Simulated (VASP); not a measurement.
V, 1 atom in the cell. The structure is cubic, space group Im-3m (No. 229). The conventional cell has a = 2.984 Å, b = 2.984 Å, c = 2.984 Å, α = 90.00°, β = 90.00°, γ = 90.00°. V (site symmetry m-3m) has 14 V at 2.58 to 2.98 Å within 3.4 Å. 

* Program: VASP 6.6.1
* Task: single point
* Functional: r2SCAN
* Potentials or basis: VASP PAW PBE potentials, release 64 (V_sv)
* Cutoff: 520 eV
* k mesh: 9 × 9 × 9
* Occupations: fermi-dirac, width 0.1 eV
* Spin: no spin polarisation
* Dipole correction: no
* Further INCAR settings: ALGO = Normal; EDIFF = 1e-06; NBANDS = 12

Potentials or basis: VASP PAW PBE potentials, release 64 (V_sv).

Command:

```console
$ cat potpaw_PBE.64/V_sv/POTCAR > POTCAR
$ cp INCAR.step1 INCAR
$ mpirun -np 1 vasp_std > vasp.out
$ cp INCAR.step2 INCAR
$ mpirun -np 1 vasp_std > vasp.out
```

Hardware: 1 thread of Intel(R) Xeon(R) Platinum 8375C CPU @ 2.90GHz (Ice Lake), on a shared host.

**Question.** How long does it take, and how much memory?

**Answer.** Run time: 16 s on 1 thread of Intel(R) Xeon(R) Platinum 8375C CPU @ 2.90GHz (Ice Lake), on a shared host, peak memory 0.13 GiB. Counts: k points 35.
